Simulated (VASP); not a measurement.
Wanted: the native input for a VASP 6.6.1 run.

```
Task                   : single point
Functional             : PBE
Potentials or basis    : VASP PAW PBE potentials, release 64 (Co)
Cutoff                 : 520 eV
k mesh                 : 12 × 12 × 1
Occupations            : fermi-dirac, width 0.05 eV
Spin                   : no spin polarisation
Dipole correction      : yes
Further INCAR settings : ALGO = Normal; EDIFF = 1e-06; NBANDS = 36
```

The structure of Co lies in POSCAR:

```
Co
1.0
    2.5395032940      0.0000000000      0.0000000000
   -1.2697516470      2.1992743656      0.0000000000
    0.0000000000      0.0000000000     25.3674787838
Co
6
Direct
    0.6666666667      0.3333333333      0.2956541351
    0.3333333333      0.6666666667      0.3773924811
    0.0000000000      0.0000000000      0.4591308270
    0.6666666667      0.3333333333      0.5408691730
    0.3333333333      0.6666666667      0.6226075189
    0.0000000000      0.0000000000      0.7043458649
```

One way to write it, as run:

INCAR

```
SYSTEM = Co
PREC = Accurate
ENCUT = 520
EDIFF = 1E-6
ISMEAR = -1
SIGMA = 0.05
LREAL = .FALSE.
LASPH = .TRUE.
NELM = 100
ALGO = Normal
ISIF = 2
LWAVE = .FALSE.
LCHARG = .FALSE.
LDIPOL = .TRUE.
IDIPOL = 3
DIPOL = 0.5 0.5 0.500
GGA = PE
NBANDS = 36
```

KPOINTS

```
regular mesh
0
G
  12 12 1
  0 0 0
```

Potentials or basis: VASP PAW PBE potentials, release 64 (Co).

Run with:

```sh
$ cat potpaw_PBE.64/Co/POTCAR > POTCAR
$ mpirun -np 1 vasp_std > vasp.out
```

It gave:

```json
{
  "Largest force": "1.039 eV/Å",
  "Band gap on the k mesh": "zero (bands 27 and 28 overlap by 0.82 eV)"
}
```

Caveat: the run has no spin polarisation, though such a crystal can be magnetic.

Wall time 2.3 min on 1 thread of Intel(R) Xeon(R) 6975P-C (Granite Rapids) (shared host), peak memory 0.28 GiB.
